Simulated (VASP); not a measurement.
Input of a VASP 6.6.1 run:

Contents of INCAR:

```
  PREC = Accurate
  ENCUT = 520
  EDIFF = 1E-6
  ISMEAR = -1
  SIGMA = 0.08
  LREAL = F
  LASPH = T
  NELM = 80
  ALGO = Normal
  ISIF = 2
  LWAVE = F
  LCHARG = F
  GGA = PE
  NBANDS = 12
```

File KPOINTS:

```
Automatic mesh
0
Gamma
  16 16 16
```

POSCAR

```
Ag
1.0
    0.0000000000      2.0740608259      2.0740608259
    2.0740608259      0.0000000000      2.0740608259
    2.0740608259      2.0740608259      0.0000000000
Ag
1
Direct
    0.0000000000      0.0000000000      0.0000000000
```

Potentials or basis: VASP PAW PBE potentials, release 64 (Ag).

Command:

```bash
$ cat potpaw_PBE.64/Ag/POTCAR > POTCAR
$ mpirun -np 1 vasp_std > vasp.out
```

**Question.** Predict the pressure.

**Answer.** -0.1 GPa.
